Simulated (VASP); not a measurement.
Runs of VASP 6.6.1 on ZnS3. The structure is that of space group Fm-3m (No. 225), or close to it. The cells are those of the table. 

| task | cell | k mesh | cutoff (eV) | gap on the mesh (eV) | pressure (GPa) | relaxed volume (Å³/atom) |
| --- | --- | --- | --- | --- | --- | --- |
| single point | a = 4.945 Å, angles 60.0°, 4 atoms | 4 × 4 × 4 | 520 | none | -10.7 | - |
| single point | a = 4.498 Å, angles 60.0°, 4 atoms | 6 × 6 × 6 | 520 | none | 0.0 | - |
| single point | a = 4.484 Å, angles 60.0°, 4 atoms | 4 × 4 × 4 | 520 | none | -0.1 | - |
| relaxation of cell and atoms | relaxed from a = 4.945 Å, angles 60.0°, 4 atoms | 4 × 4 × 4 | 600 | none | -0.2 | (a) |
| single point | a = 4.498 Å, angles 60.0°, 4 atoms | 12 × 12 × 12 | 520 | none | 0.0 | - |
| relaxation of cell and atoms | relaxed from a = 4.484 Å, angles 60.0°, 4 atoms | 6 × 6 × 6 | 600 | none | 0.0 | 16.10 |
| relaxation of cell and atoms | relaxed from a = 4.498 Å, angles 60.0°, 4 atoms | 12 × 12 × 12 | 600 | none | 0.0 | - |

Alike in all rows: level PBE; potentials or basis VASP PAW PBE potentials, release 64 (Zn, S); no spin polarisation; smearing gaussian 0.1 eV.

Q: Estimate the missing entries.

A: (a) 15.98.

Caveats: some runs use coarse meshes; the volume moved by over 15 % at a fixed basis, so the end points are rough (some runs); the relaxation stopped at its first step, so nothing moved (some runs).

A gap of «none» marks levels without a gap at the run's occupations.
